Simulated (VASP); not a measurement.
FeO:

```
Fe O
1.0
     0.00000    2.15540    2.15540
     2.15540    0.00000    2.15540
     2.15540    2.15540    0.00000
Fe O
1 1
Direct
  0.00000 0.00000 0.00000
  0.50000 0.50000 0.50000
```

Base run:

```yaml
Program: VASP 6.6.1
Functional: PBE
Potentials_or_basis: VASP PAW PBE potentials, release 64 (Fe, O)
Cutoff: 600 eV
k_mesh: 9 × 9 × 9
Occupations: fermi-dirac, width 0.15 eV
Spin: collinear spin, ferromagnetic start
Starting_moments: "[2.54, 0.03] μB"
Fixed_moment: 2.5 μB
```

Its results: pressure -14.1 GPa; site moments Fe +2.44; O +0.02 μB.

Problem. The run is repeated on the same cell with these changes: fixed moment from 2.5 μB to 4.2 μB; moments at the start from [2.54, 0.03] to [3.88, 0.42]. What comes out?

Solution. Pressure 4.9 GPa; site moments Fe +3.71; O +0.36 μB.

Caveats: the total moment is fixed, so each spin has its own Fermi level and the state may be an excited one; a cell with one magnetic atom can't hold antiferromagnetic order, which such compounds often take; the cell stands under tension (at least some runs); the cell stands under pressure (at least some runs).
